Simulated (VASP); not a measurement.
# InP (rocksalt type) (Fm-3m) in VASP: further runs

Runs on InP (rocksalt type). Level: PBE. Tasks: electric field gradients, single point.

Program: VASP 6.6.1. These are calculated values, not measurements. Logs are shortened: lines on timing, memory, paths and dates and some standing lists are left out, and cuts for length are marked.

**1. The cell of the first run**

The structure is cubic, space group Fm-3m (No. 225). Conventional cell: a = 5.578 Å, b = 5.578 Å, c = 5.578 Å, α = 90.00°, β = 90.00°, γ = 90.00°. Within 3.7 Å of In (site symmetry m-3m) lie 6 P at 2.79 Å. P (site symmetry m-3m) has 6 In at 2.79 Å within 3.7 Å.

**2. Electric field gradients, PBE (21.69 Å³/atom)**

The input, INCAR:

```
  PREC = Accurate
  ENCUT = 520
  EDIFF = 1E-8
  ISMEAR = -1
  SIGMA = 0.08
  LREAL = False
  LASPH = True
  NELM = 60
  ALGO = Normal
  ISIF = 2
  LWAVE = False
  LCHARG = False
  GGA = PE
  LEFG = True
  NBANDS = 16
```

The input, KPOINTS:

```
Automatic mesh
0
Gamma
  14 14 14
```

The input, POSCAR:

```
InP
1.0
    0.0000000000      2.7889048706      2.7889048706
    2.7889048706      0.0000000000      2.7889048706
    2.7889048706      2.7889048706      0.0000000000
In P
1 1
Direct
    0.0000000000      0.0000000000      0.0000000000
    0.5000000000      0.5000000000      0.5000000000
```

Potentials or basis: VASP PAW PBE potentials, release 64 (In_d, P).

Launch:

```console
> cat potpaw_PBE.64/In_d/POTCAR potpaw_PBE.64/P/POTCAR > POTCAR
> mpirun -np 1 vasp_std > vasp.out
```

OUTCAR:

```text
PREC = Accurate
   ENCUT = 520
   EDIFF = 1E-8
   ISMEAR = -1
   LREAL = False
   LASPH = True
   NELM = 60
   ISIF = 2
   GGA = PE

 ion  position               nearest neighbor table
   1  0.000  0.000  0.000-   2 2.79   2 2.79   2 2.79   2 2.79   2 2.79   2 2.79
   2  0.500  0.500  0.500-   1 2.79   1 2.79   1 2.79   1 2.79   1 2.79   1 2.79

  LATTYP: Found a face centered cubic cell.
 ALAT       =     5.5778097412

  Lattice vectors:

 A1 = (   0.0000000000,   2.7889048706,   2.7889048706)
 A2 = (   2.7889048706,   0.0000000000,   2.7889048706)
 A3 = (   2.7889048706,   2.7889048706,   0.0000000000)

Analysis of symmetry for initial positions (statically):
=====================================================================
 Subroutine PRICEL returns:
 Original cell was already a primitive cell.

 Routine SETGRP: Setting up the symmetry group for a
 face centered cubic supercell.

 Subroutine GETGRP returns: Found 48 space group operations
 (whereof 48 operations were pure point group operations)
 out of a pool of 48 trial point group operations.

The static configuration has the point symmetry O_h .

Analysis of symmetry for dynamics (positions and initial velocities):
=====================================================================
 Subroutine PRICEL returns:
 Original cell was already a primitive cell.

 Routine SETGRP: Setting up the symmetry group for a
 face centered cubic supercell.

 Subroutine GETGRP returns: Found 48 space group operations
 (whereof 48 operations were pure point group operations)
 out of a pool of 48 trial point group operations.

The dynamic configuration has the point symmetry O_h .

 Subroutine INISYM returns: Found 48 space group operations
 (whereof 48 operations are pure point group operations),
 and found     1 'primitive' translations

----------------------------------------------------------------------------------------

                                     Primitive cell

  volume of cell :      43.3842

  direct lattice vectors                    reciprocal lattice vectors
     0.000000000  2.788904871  2.788904871    -0.179281841  0.179281841  0.179281841
     2.788904871  0.000000000  2.788904871     0.179281841 -0.179281841  0.179281841
     2.788904871  2.788904871  0.000000000     0.179281841  0.179281841 -0.179281841

  length of vectors
     3.944107092  3.944107092  3.944107092     0.310525258  0.310525258  0.310525258

  position of ions in fractional coordinates (direct lattice)
     0.000000000  0.000000000  0.000000000
     0.500000000  0.500000000  0.500000000

  ion indices of the primitive-cell ions
   primitive index   ion index
                 1           1
                 2           2

----------------------------------------------------------------------------------------

 KPOINTS: Automatic mesh

Automatic generation of k-mesh.
 Grid dimensions read from file:
 generate k-points for:   14   14   14

 Generating k-lattice:

  Cartesian coordinates                     Fractional coordinates (reciprocal lattice)
    -0.012805846  0.012805846  0.012805846     0.071428571  0.000000000  0.000000000
     0.012805846 -0.012805846  0.012805846     0.000000000  0.071428571  0.000000000
     0.012805846  0.012805846 -0.012805846     0.000000000  0.000000000  0.071428571

  Length of vectors
     0.022180376  0.022180376  0.022180376

  Shift w.r.t. Gamma in fractional coordinates (k-lattice)
     0.000000000  0.000000000  0.000000000

 Subroutine IBZKPT returns following result:
 ===========================================

 Found    104 irreducible k-points:

 Following reciprocal coordinates:
            Coordinates               Weight
  0.000000  0.000000  0.000000      1.000000
  0.071429  0.000000  0.000000      8.000000
  0.142857  0.000000  0.000000      8.000000
  0.214286  0.000000  0.000000      8.000000
  0.285714  0.000000  0.000000      8.000000
  0.357143  0.000000  0.000000      8.000000
[... 16 lines left out ...]
  0.214286  0.142857  0.000000     24.000000
  0.285714  0.142857  0.000000     24.000000
 [... further k-points ...]
   k-points           NKPTS =    104   k-points in BZ     NKDIM =    104   number of bands    NBANDS=     16
   number of dos      NEDOS =    301   number of ions     NIONS =      2
   total plane-waves  NPLWV =  27000
   dimension x,y,z NGX =    30 NGY =   30 NGZ =   30
   dimension x,y,z NGXF=    60 NGYF=   60 NGZF=   60
   ions per type =               1   1
   NGX,Y,Z   is equivalent  to a cutoff of  12.65, 12.65, 12.65 a.u.
   NGXF,Y,Z  is equivalent  to a cutoff of  25.29, 25.29, 25.29 a.u.
 SYSTEM =  unknown system
   PREC   = accura    normal or accurate (medium, high low for compatibility)
   ISTART =      0    job   : 0-new  1-cont  2-samecut
   ICHARG =      2    charge: 1-file 2-atom 10-const
   ISPIN  =      1    spin polarized calculation?
   LNONCOLLINEAR =      F non collinear calculations
   LSORBIT =      F    spin-orbit coupling
   LASPH  =      T    aspherical Exc in radial PAW
   ENCUT  =  520.0 eV  38.22 Ry    6.18 a.u.   7.33  7.33  7.33*2*pi/ulx,y,z
   NELM   =     60;   NELMIN=  2; NELMDL= -5     # of ELM steps
   EDIFF  = 0.1E-07   stopping-criterion for ELM
   LREAL  =      F    real-space projection
   EDIFFG = 0.1E-06   stopping-criterion for IOM
   NSW    =      0    number of steps for IOM
   IBRION =     -1    ionic relax: 0-MD 1-quasi-New 2-CG
   NFREE  =      0    steps in history (QN), initial steepest desc. (CG)
   ISIF   =      2    stress and relaxation
   ISYM   =      2    0-nonsym 1-usesym 2-fastsym
   POTIM  = 0.5000    time-step for ionic-motion
   TEBEG  =    0.0;   TEEND  =   0.0 temperature during run
   PSTRESS=    0.0 pullay stress
   NELECT =      18.0000    total number of electrons
   NUPDOWN=      -1.0000    fix difference up-down
   EMIN   =  10.00;   EMAX   =-10.00  energy-range for DOS
   EFERMI =   0.00;   METHOD = LEGACY
   ISMEAR =    -1;   SIGMA  =   0.08  broadening in eV -4-tet -1-fermi 0-gaus
   EFERMI_NEDOS =   21; number of points for ismear=-14 and -15
   IALGO  =     38    algorithm
   IMIX   =      4    mixing-type and parameters
     AMIX     =   0.40;   BMIX     =  1.00
     AMIX_MAG =   1.60;   BMIX_MAG =  1.00
  volume/ion in A,a.u.               =      21.69       146.39
  Fermi-wavevector in a.u.,A,eV,Ry     =   1.221018  2.307389 20.284712  1.490884
  Thomas-Fermi vector in A             =   2.356215
   LORBIT       =      0    0 simple, 1 ext, 2 COOP (PROOUT), +10 PAW based schemes
   GGA     = PE    functional components
   LHFCALC =     F    Hartree Fock is set to
   AEXX    =    0.0000 exact exchange contribution
   IVDW    =     0    specifies the selected vdW correction
   LEPSILON=     F    determine dielectric tensor
   LRPA    =     F    only Hartree local field effects (RPA)
 non-spin polarized calculation
  energy-cutoff  :      520.00
  volume of cell :       43.38
 maximum number of plane-waves:      1211
 NGX is ok and might be reduce to    30
   NGX = 15   NGY = 15   NGZ = 15

 number of electron      18.0000006 magnetization

 Free energy of the ion-electron system (eV)
  ---------------------------------------------------
  ext. energy  EPLUGINS =         0.00000000
  ---------------------------------------------------
  free energy    TOTEN  =        -7.92385084 eV

  energy without entropy =       -7.90006628  energy(sigma->0) =       -7.91195856

 E-fermi :   6.7628     XC(G=0): -10.2965

 val. band max:        6.7503576111   @ k =  -0.3571   0.1429   0.0000
 cond. band min:       6.7793635823   @ k =  -0.1429   0.2143   0.0714
 fundamental gap:      0.0290059712
 Fermi energy:         6.7627648579

 k-point     1 :       0.0000    0.0000    0.0000
  band No.  band energies     occupation
      1      -7.4112      2.00000
      2      -7.4112      2.00000
      3      -7.3928      2.00000
      4      -7.3928      2.00000
      5      -7.3928      2.00000
      6      -5.0789      2.00000
[... 8 lines left out ...]
     15      15.1211      0.00000
     16      15.1211      0.00000

 k-point     2 :       0.0714    0.0000    0.0000
  band No.  band energies     occupation
      1      -7.4133      2.00000
      2      -7.4133      2.00000
      3      -7.3928      2.00000
      4      -7.3898      2.00000
      5      -7.3898      2.00000
      6      -5.0169      2.00000
[... 8 lines left out ...]
     15      14.6149      0.00000
     16      15.1446      0.00000
[... 387 lines left out ...]
      5      -7.3612      2.00000
      6      -4.5092      2.00000
[... 8 lines left out ...]
     15      16.4767      0.00000
     16      16.8278      0.00000

 k-point    24 :       0.2857    0.1429    0.0000
  band No.  band energies     occupation
      1      -7.4840      2.00000
      2      -7.4130      2.00000
      3      -7.4041      2.00000
      4      -7.3561      2.00000
      5      -7.3436      2.00000
      6      -4.1685      2.00000
[... 8 lines left out ...]
     15      16.8293      0.00000
     16      16.9632      0.00000

 [... further k-points ...]
[... 5 lines left out ...]
  --------------------------------------------------------------------------------------
  -------------------------------------------------------------------------------------
  Total       -0.3811954     -0.3811954     -0.3811954     -0.0000000      0.0000000     -0.0000000
  in kB      -14.0775516    -14.0775516    -14.0775516     -0.0000000      0.0000000     -0.0000000
  external PRESSURE =     -14.0775516 kB  Pullay stress =       0.0000000 kB

 VOLUME and BASIS-vectors are now :
 -----------------------------------------------------------------------------
  energy-cutoff  :      520.00
  volume of cell :       43.38
      direct lattice vectors                 reciprocal lattice vectors
     0.000000000  2.788904871  2.788904871    -0.179281841  0.179281841  0.179281841
     2.788904871  0.000000000  2.788904871     0.179281841 -0.179281841  0.179281841
     2.788904871  2.788904871  0.000000000     0.179281841  0.179281841 -0.179281841

 POSITION                                       TOTAL-FORCE (eV/Angst)
 -----------------------------------------------------------------------------------
      0.00000      0.00000      0.00000         0.000000     -0.000000     -0.000000
      2.78890      2.78890      2.78890        -0.000000      0.000000      0.000000
 -----------------------------------------------------------------------------------
    total drift:                               -0.000000      0.000000      0.000000

  FREE ENERGIE OF THE ION-ELECTRON SYSTEM (eV)
  ---------------------------------------------------
  free  energy   TOTEN  =        -7.9238508380 eV

  energy  without entropy=       -7.9000662795  energy(sigma->0) =       -7.91195856

 Electric field gradients (V/A^2)
---------------------------------------------------------------------
 ion       V_xx      V_yy      V_zz      V_xy      V_xz      V_yz
---------------------------------------------------------------------
   1      -0.000    -0.000    -0.000     0.002     0.002     0.002
   2      -0.000    -0.000     0.000    -0.000    -0.000    -0.000
---------------------------------------------------------------------

 Electric field gradients after diagonalization (V/A^2)
 (convention: |V_zz| > |V_xx| > |V_yy|)
----------------------------------------------------------------------
 ion       V_xx      V_yy      V_zz     asymmetry (V_yy - V_xx)/ V_zz
----------------------------------------------------------------------
   1      -0.002    -0.002     0.003       0.000
   2       0.000     0.000    -0.001       0.000
----------------------------------------------------------------------

           NMR quadrupolar parameters

 Cq : quadrupolar parameter    Cq=e*Q*V_zz/h
 eta: asymmetry parameters     (V_yy - V_xx)/ V_zz
 Q  : nuclear electric quadrupole moment in mb (millibarn)
----------------------------------------------------------------------
 ion       Cq(MHz)       eta       Q (mb)
----------------------------------------------------------------------
   1       0.000       0.000       1.000
   2      -0.000       0.000       1.000
----------------------------------------------------------------------
```

Run time: 2.1 min. Hardware: 1 thread of Intel Xeon 8259CL, shared host; peak memory 0.22 GiB.

What came out:

```yaml
Free_energy: -7.9239 eV
Pressure: -1.4 GPa
Band_gap_on_the_k_mesh: zero (bands 9 and 10 overlap by 2.56 eV)
Largest_electric_field_gradient_by_atom: zero within the noise of the run
```

Caveat: spin-orbit coupling is left out, which moves the levels of the heavy elements.

[end of part 1 of 2]
